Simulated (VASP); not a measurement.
A run of VASP 6.6.1 is set up as follows.

File INCAR:

```
SYSTEM = Si2Ni
ALGO     = Normal         ! electronic algorithm
EDIFF    = 1E-6           ! SCF threshold, eV
ENCUT    = 520            ! plane-wave cutoff, eV
GGA      = PE             ! functional
ISIF     = 2              ! what is computed and relaxed
ISMEAR   = 0              ! smearing method
LASPH    = .True.         ! aspherical terms in the spheres
LCHARG   = .True.         ! write CHGCAR
LELF     = .True.         ! ELF
LREAL    = .False.        ! projectors in reciprocal space
LVHAR    = .True.       
LWAVE    = .False.        ! write WAVECAR
NBANDS   = 16             ! bands
NELM     = 100            ! most SCF steps
PREC     = Accurate       ! precision mode
SIGMA    = 0.15           ! smearing width, eV
```

KPOINTS

```
k-points
0
Gamma
  16 16 16
  0 0 0
```

Contents of POSCAR:

```
Si2Ni
1.0
    0.0000000000      2.8051152926      2.6825617118
    2.8051152926      0.0000000000      2.6825617118
    2.8051152926      2.8051152926      0.0000000000
Si Ni
2 1
Direct
    0.2500000000      0.2500000000      0.2500000000
    0.7500000000      0.7500000000      0.7500000000
    0.0000000000      0.0000000000      0.0000000000
```

Potentials or basis: VASP PAW PBE potentials, release 64 (Si, Ni).

Command:

```sh
$ cat potpaw_PBE.64/Si/POTCAR potpaw_PBE.64/Ni/POTCAR > POTCAR
$ mpirun -np 1 vasp_std > vasp.out
```

Task: What does it give for the band gap on the k mesh?

Result: Zero (bands 9 and 10 overlap by 2.50 eV).

Task: Predict the pressure.

Result: -5.9 GPa.

Stress tensor (GPa, compression positive):
```
-6.63  0.00  0.00
 0.00 -6.63  0.00
 0.00  0.00 -4.43
```

Caveat: the cell differs from its parent crystal (strain +0.030 along x and y, -0.015 along z); the cell stands under tension. Spin polarisation is off, so any magnetic state and its effect on volume and gap are missing.
